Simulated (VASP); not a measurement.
# InP: single point with r2SCAN

Crystal: InP.

```
CELL_PARAMETERS angstrom
1.51068 3.77669 3.77669
3.77669 1.51068 3.77669
3.77669 3.77669 1.51068
ATOMIC_POSITIONS crystal
In 0.00000 0.00000 0.00000
P 0.50000 0.50000 0.50000
```

This cell differs from its parent crystal: ratio of the length along [111] to the lengths across it x 2.0, volume and fractional coordinates fixed.

```yaml
Program: VASP 6.6.1
Task: single point
Functional: r2SCAN
Potentials_or_basis: VASP PAW PBE potentials, release 64 (In_d, P)
Cutoff: 520 eV
k_mesh: 16 × 16 × 16
Occupations: gaussian, width 0.15 eV
Spin: no spin polarisation
```

The pressure is -5.7 GPa and the band gap on the k mesh is zero (band 9 reaches 9.53 eV, above the bottom of band 10 at 5.20 eV).

Stress tensor (GPa, compression positive):
```
-5.73 -0.75 -0.75
-0.75 -5.73 -0.75
-0.75 -0.75 -5.73
```

Levels at points of the mesh, in eV from the Fermi level:
```csv
k point,band 5,band 6,band 7,band 8,band 9,band 10,band 11,band 12,band 13,band 14
"(0.00, 0.00, 0.00)",-14.99,-12.50,-6.54,-4.71,2.97,2.97,7.55,9.50,10.94,10.94
"(0.50, 0.00, 0.00)",-14.86,-9.52,-5.27,-2.25,-1.80,0.68,1.20,2.58,6.36,6.70
"(0.50, 0.50, 0.00)",-14.86,-9.31,-4.82,-3.61,-2.82,0.94,1.83,6.37,6.90,7.38
"(0.50, 0.50, 0.50)",-14.99,-12.07,-8.96,0.45,2.11,3.02,3.02,9.03,9.81,9.81
```

It took 22 min on 1 thread of Intel(R) Xeon(R) 6975P-C (Granite Rapids), on a shared host, peak memory 0.5 GiB.

Caveat: the PAW data sets were made with another functional, which shifts forces and pressure a little; spin-orbit coupling is left out, which moves the levels of the heavy elements.
